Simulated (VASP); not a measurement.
# ScAl3 (Fm-3m) in VASP: single point with PBE

Aim: the single point of ScAl3 with PBE.

Everything below comes from runs of VASP 6.6.1. Logs are shortened: lines on timing, memory, paths and dates and some standing lists are left out, and cuts for length are marked.

## (1) The cell of the first run

The structure is cubic, space group Fm-3m (No. 225). Conventional cell: a = 6.603 Å, b = 6.603 Å, c = 6.603 Å, α = 90.00°, β = 90.00°, γ = 90.00°. Sc (site symmetry m-3m) has 14 Al at 2.86 to 3.30 Å within 3.8 Å. Al (site symmetry m-3m) has 8 Al at 2.86 Å and 6 Sc at 3.30 Å within 3.8 Å. Al (site symmetry -43m) has 4 Sc at 2.86 Å and 10 Al at 2.86 to 3.30 Å within 3.8 Å.

## (2) Single point, PBE

POSCAR reads:

```
ScAl3
1.0
    0.0000000000      3.3017493058      3.3017493058
    3.3017493058      0.0000000000      3.3017493058
    3.3017493058      3.3017493058      0.0000000000
Sc Al
1 3
Direct
    0.0000000000      0.0000000000      0.0000000000
    0.5000000000      0.5000000000      0.5000000000
    0.2500000000      0.2500000000      0.2500000000
    0.7500000000      0.7500000000      0.7500000000
```

INCAR.step1 reads:

```
SYSTEM = ScAl3
  ALGO = Normal
  EDIFF = 1E-6
  ENCUT = 520
  GGA = PE
  ISIF = 2
  ISMEAR = 0
  LASPH = .True.
  LCHARG = .True.
  LMAXMIX = 4
  LREAL = .False.
  LWAVE = .False.
  NBANDS = 18
  NELM = 100
  PREC = Accurate
  SIGMA = 0.1
```

KPOINTS.step1 reads:

```
k-points
0
Gamma
  12 12 12
  0 0 0
```

INCAR.step2 reads:

```
SYSTEM = ScAl3
  ALGO = Normal
  EDIFF = 1E-6
  ENCUT = 520
  GGA = PE
  ICHARG = 11
  ISIF = 2
  ISMEAR = -5
  LASPH = .True.
  LCHARG = .False.
  LMAXMIX = 4
  LORBIT = 10
  LREAL = .False.
  LWAVE = .False.
  NBANDS = 18
  NEDOS = 2001
  NELM = 100
  PREC = Accurate
  SIGMA = 0.1
```

KPOINTS.step2 reads:

```
k-points
0
Gamma
  18 18 18
  0 0 0
```

Potentials or basis: VASP PAW PBE potentials, release 64 (Sc_sv, Al).

Run with:

```
cat potpaw_PBE.64/Sc_sv/POTCAR potpaw_PBE.64/Al/POTCAR > POTCAR
cp INCAR.step1 INCAR
cp KPOINTS.step1 KPOINTS
mpirun -np 1 vasp_std > vasp.out
cp INCAR.step2 INCAR
cp KPOINTS.step2 KPOINTS
mpirun -np 1 vasp_std > vasp.out
```

OUTCAR:

```text
SYSTEM = ScAl3
   EDIFF = 1E-6
   ENCUT = 520
   GGA = PE
   ICHARG = 11
   ISIF = 2
   ISMEAR = -5
   LASPH = .True.
   LORBIT = 10
   LREAL = .False.
   NELM = 100
   PREC = Accurate

 ion  position               nearest neighbor table
   1  0.000  0.000  0.000-   4 2.86   4 2.86   3 2.86   4 2.86   3 2.86   3 2.86   4 2.86   3 2.86
                             2 3.30   2 3.30   2 3.30   2 3.30   2 3.30   2 3.30
   2  0.500  0.500  0.500-   3 2.86   3 2.86   3 2.86   4 2.86   4 2.86   4 2.86   3 2.86   4 2.86
                             1 3.30   1 3.30   1 3.30   1 3.30   1 3.30   1 3.30
   3  0.250  0.250  0.250-   1 2.86   1 2.86   1 2.86   2 2.86   2 2.86   2 2.86   1 2.86   2 2.86
                             4 3.30   4 3.30   4 3.30   4 3.30   4 3.30   4 3.30
   4  0.750  0.750  0.750-   2 2.86   2 2.86   1 2.86   2 2.86   1 2.86   1 2.86   2 2.86   1 2.86
                             3 3.30   3 3.30   3 3.30   3 3.30   3 3.30   3 3.30

  LATTYP: Found a face centered cubic cell.
 ALAT       =     6.6034986116

  Lattice vectors:

 A1 = (   0.0000000000,   3.3017493058,   3.3017493058)
 A2 = (   3.3017493058,   0.0000000000,   3.3017493058)
 A3 = (   3.3017493058,   3.3017493058,   0.0000000000)

Analysis of symmetry for initial positions (statically):
=====================================================================
 Subroutine PRICEL returns:
 Original cell was already a primitive cell.

 Routine SETGRP: Setting up the symmetry group for a
 face centered cubic supercell.

 Subroutine GETGRP returns: Found 48 space group operations
 (whereof 48 operations were pure point group operations)
 out of a pool of 48 trial point group operations.

The static configuration has the point symmetry O_h .

Analysis of symmetry for dynamics (positions and initial velocities):
=====================================================================
 Subroutine PRICEL returns:
 Original cell was already a primitive cell.

 Routine SETGRP: Setting up the symmetry group for a
 face centered cubic supercell.

 Subroutine GETGRP returns: Found 48 space group operations
 (whereof 48 operations were pure point group operations)
 out of a pool of 48 trial point group operations.

The dynamic configuration has the point symmetry O_h .

 Subroutine INISYM returns: Found 48 space group operations
 (whereof 48 operations are pure point group operations),
 and found     1 'primitive' translations

----------------------------------------------------------------------------------------

                                     Primitive cell

  volume of cell :      71.9884

  direct lattice vectors                    reciprocal lattice vectors
     0.000000000  3.301749306  3.301749306    -0.151434877  0.151434877  0.151434877
     3.301749306  0.000000000  3.301749306     0.151434877 -0.151434877  0.151434877
     3.301749306  3.301749306  0.000000000     0.151434877  0.151434877 -0.151434877

  length of vectors
     4.669378648  4.669378648  4.669378648     0.262292901  0.262292901  0.262292901

  position of ions in fractional coordinates (direct lattice)
     0.000000000  0.000000000  0.000000000
     0.500000000  0.500000000  0.500000000
     0.250000000  0.250000000  0.250000000
     0.750000000  0.750000000  0.750000000

  ion indices of the primitive-cell ions
   primitive index   ion index
                 1           1
                 2           2
                 3           3
                 4           4

----------------------------------------------------------------------------------------

 KPOINTS: k-points

Automatic generation of k-mesh.
 Grid dimensions read from file:
 generate k-points for:   18   18   18

 Generating k-lattice:

  Cartesian coordinates                     Fractional coordinates (reciprocal lattice)
    -0.008413049  0.008413049  0.008413049     0.055555556  0.000000000  0.000000000
     0.008413049 -0.008413049  0.008413049     0.000000000  0.055555556  0.000000000
     0.008413049  0.008413049 -0.008413049     0.000000000  0.000000000  0.055555556

  Length of vectors
     0.014571828  0.014571828  0.014571828

  Shift w.r.t. Gamma in fractional coordinates (k-lattice)
     0.000000000  0.000000000  0.000000000

 TETIRR: Found    806 inequivalent tetrahedra from    34992

 Subroutine IBZKPT returns following result:
 ===========================================

 Found    195 irreducible k-points:

 Following reciprocal coordinates:
            Coordinates               Weight
  0.000000  0.000000  0.000000      1.000000
  0.055556  0.000000  0.000000      8.000000
  0.111111  0.000000  0.000000      8.000000
  0.166667  0.000000  0.000000      8.000000
  0.222222  0.000000  0.000000      8.000000
  0.277778  0.000000  0.000000      8.000000
[... 16 lines left out ...]
 -0.277778  0.055556  0.000000     24.000000
 -0.222222  0.055556  0.000000     24.000000
 [... further k-points ...]
   k-points           NKPTS =    195   k-points in BZ     NKDIM =    195   number of bands    NBANDS=     18
   number of dos      NEDOS =   2001   number of ions     NIONS =      4
   total plane-waves  NPLWV =  46656
   dimension x,y,z NGX =    36 NGY =   36 NGZ =   36
   dimension x,y,z NGXF=    72 NGYF=   72 NGZF=   72
   ions per type =               1   3
   NGX,Y,Z   is equivalent  to a cutoff of  12.82, 12.82, 12.82 a.u.
   NGXF,Y,Z  is equivalent  to a cutoff of  25.63, 25.63, 25.63 a.u.
 SYSTEM =  ScAl3
   PREC   = accura    normal or accurate (medium, high low for compatibility)
   ISTART =      0    job   : 0-new  1-cont  2-samecut
   ICHARG =     11    charge: 1-file 2-atom 10-const
   ISPIN  =      1    spin polarized calculation?
   LNONCOLLINEAR =      F non collinear calculations
   LSORBIT =      F    spin-orbit coupling
   LASPH  =      T    aspherical Exc in radial PAW
   ENCUT  =  520.0 eV  38.22 Ry    6.18 a.u.   8.68  8.68  8.68*2*pi/ulx,y,z
   NELM   =    100;   NELMIN=  2; NELMDL=  0     # of ELM steps
   EDIFF  = 0.1E-05   stopping-criterion for ELM
   LREAL  =      F    real-space projection
   EDIFFG = 0.1E-04   stopping-criterion for IOM
   NSW    =      0    number of steps for IOM
   IBRION =     -1    ionic relax: 0-MD 1-quasi-New 2-CG
   NFREE  =      0    steps in history (QN), initial steepest desc. (CG)
   ISIF   =      2    stress and relaxation
   ISYM   =      2    0-nonsym 1-usesym 2-fastsym
   POTIM  = 0.5000    time-step for ionic-motion
   TEBEG  =    0.0;   TEEND  =   0.0 temperature during run
   PSTRESS=    0.0 pullay stress
   NELECT =      20.0000    total number of electrons
   NUPDOWN=      -1.0000    fix difference up-down
   EMIN   =  10.00;   EMAX   =-10.00  energy-range for DOS
   EFERMI =   0.00;   METHOD = LEGACY
   ISMEAR =    -5;   SIGMA  =   0.10  broadening in eV -4-tet -1-fermi 0-gaus
   EFERMI_NEDOS =   21; number of points for ismear=-14 and -15
   IALGO  =     38    algorithm
   IMIX   =      4    mixing-type and parameters
     AMIX     =   0.40;   BMIX     =  1.00
     AMIX_MAG =   1.60;   BMIX_MAG =  1.00
  volume/ion in A,a.u.               =      18.00       121.45
  Fermi-wavevector in a.u.,A,eV,Ry     =   1.068228  2.018659 15.525767  1.141112
  Thomas-Fermi vector in A             =   2.203870
   LORBIT       =     10    0 simple, 1 ext, 2 COOP (PROOUT), +10 PAW based schemes
   GGA     = PE    functional components
   LHFCALC =     F    Hartree Fock is set to
   AEXX    =    0.0000 exact exchange contribution
   IVDW    =     0    specifies the selected vdW correction
   LEPSILON=     F    determine dielectric tensor
   LRPA    =     F    only Hartree local field effects (RPA)
 non-spin polarized calculation
 Fermi weights with tetrahedron method with Bloechl corrections
  energy-cutoff  :      520.00
  volume of cell :       71.99
 maximum number of plane-waves:      1964

 number of electron      20.0000000 magnetization

 Free energy of the ion-electron system (eV)
  ---------------------------------------------------
  ext. energy  EPLUGINS =         0.00000000
  ---------------------------------------------------
  free energy    TOTEN  =       -17.86265836 eV

  energy without entropy =      -17.86265836  energy(sigma->0) =      -17.86265836

 E-fermi :   6.9904     XC(G=0): -10.2247

 val. band max:        7.0170924617   @ k =   0.3889   0.1667   0.0556
 cond. band min:       6.9477754573   @ k =   0.5000   0.0000   0.0000
 fundamental gap:     -0.0693170044
 Fermi energy:         6.9903662547

 k-point     1 :       0.0000    0.0000    0.0000
  band No.  band energies     occupation
      1     -42.5997      2.00000
      2     -21.2831      2.00000
      3     -21.2831      2.00000
      4     -21.2831      2.00000
      5      -2.9072      2.00000
      6       4.8384      2.00000
[... 10 lines left out ...]
     17      10.6926      0.00000
     18      10.6937      0.00000

 k-point     2 :       0.0556    0.0000    0.0000
  band No.  band energies     occupation
      1     -42.5997      2.00000
      2     -21.2835      2.00000
      3     -21.2831      2.00000
      4     -21.2831      2.00000
      5      -2.8745      2.00000
      6       4.5964      2.00000
[... 10 lines left out ...]
     17      10.5904      0.00000
     18      10.5907      0.00000

 k-point     3 :       0.1111    0.0000    0.0000
  band No.  band energies     occupation
      1     -42.5997      2.00000
      2     -21.2847      2.00000
      3     -21.2833      2.00000
      4     -21.2833      2.00000
      5      -2.7764      2.00000
      6       4.0570      2.00000
[... 412 lines left out ...]
 k-point    23 :      -0.2778    0.0556    0.0000
  band No.  band energies     occupation
      1     -42.5994      2.00000
      2     -21.2917      2.00000
      3     -21.2848      2.00000
      4     -21.2842      2.00000
      5      -1.9682      2.00000
      6       1.8722      2.00000
[... 10 lines left out ...]
     17      10.2125      0.00000
     18      12.0025      0.00000

 k-point    24 :      -0.2222    0.0556    0.0000
  band No.  band energies     occupation
      1     -42.5995      2.00000
      2     -21.2895      2.00000
      3     -21.2844      2.00000
      4     -21.2839      2.00000
      5      -2.2723      2.00000
      6       2.5323      2.00000
[... 10 lines left out ...]
     17      10.0452      0.00000
     18      11.6647      0.00000

 [... further k-points ...]
[... 5 lines left out ...]
  --------------------------------------------------------------------------------------
  -------------------------------------------------------------------------------------
  Total        0.0601612      0.0601612      0.0601612     -0.0000000     -0.0000000      0.0000000
  in kB        1.3389512      1.3389512      1.3389512     -0.0000000     -0.0000000      0.0000000
  external PRESSURE =       1.3389512 kB  Pullay stress =       0.0000000 kB

 VOLUME and BASIS-vectors are now :
 -----------------------------------------------------------------------------
  energy-cutoff  :      520.00
  volume of cell :       71.99
      direct lattice vectors                 reciprocal lattice vectors
     0.000000000  3.301749306  3.301749306    -0.151434877  0.151434877  0.151434877
     3.301749306  0.000000000  3.301749306     0.151434877 -0.151434877  0.151434877
     3.301749306  3.301749306  0.000000000     0.151434877  0.151434877 -0.151434877

 POSITION                                       TOTAL-FORCE (eV/Angst)
 -----------------------------------------------------------------------------------
      0.00000      0.00000      0.00000        -0.000000     -0.000000      0.000000
      3.30175      3.30175      3.30175        -0.000000     -0.000000      0.000000
      1.65087      1.65087      1.65087         0.000000      0.000000      0.000000
      4.95262      4.95262      4.95262         0.000000     -0.000000     -0.000000
 -----------------------------------------------------------------------------------
    total drift:                               -0.000000      0.000000      0.000000

  FREE ENERGIE OF THE ION-ELECTRON SYSTEM (eV)
  ---------------------------------------------------
  free  energy   TOTEN  =       -17.8626583618 eV

  energy  without entropy=      -17.8626583618  energy(sigma->0) =      -17.86265836

 total charge

# of ion       s       p       d       tot
------------------------------------------
    1        2.250   6.113   1.171   9.534
    2        0.408   0.325   0.000   0.734
    3        0.443   0.351   0.000   0.793
    4        0.443   0.351   0.000   0.793
--------------------------------------------------
tot          3.543   7.140   1.171  11.854
```

Wall time 1.8 min (1 thread of Intel Xeon 6975P-C (Granite Rapids), shared host); peak memory 0.36 GiB.

Results:

```
Valence electrons inside the program's atomic spheres : Sc 9.53; Al 0.73, 0.79 (each value once)
```

Levels at points of the mesh, in eV from the Fermi level:
```tsv
k point	band 6	band 7	band 8	band 9	band 10	band 11	band 12	band 13	band 14	band 15
(0.00, 0.00, 0.00)	-2.15	-2.15	-2.15	-0.25	-0.03	-0.03	-0.03	0.21	0.21	2.09
(0.50, 0.00, 0.00)	-7.09	-2.57	-2.57	-1.16	-0.21	-0.21	-0.04	0.80	0.80	3.83
(0.50, 0.50, 0.00)	-6.65	-4.51	-3.23	-3.23	-1.31	0.90	0.90	1.25	2.89	3.98
```
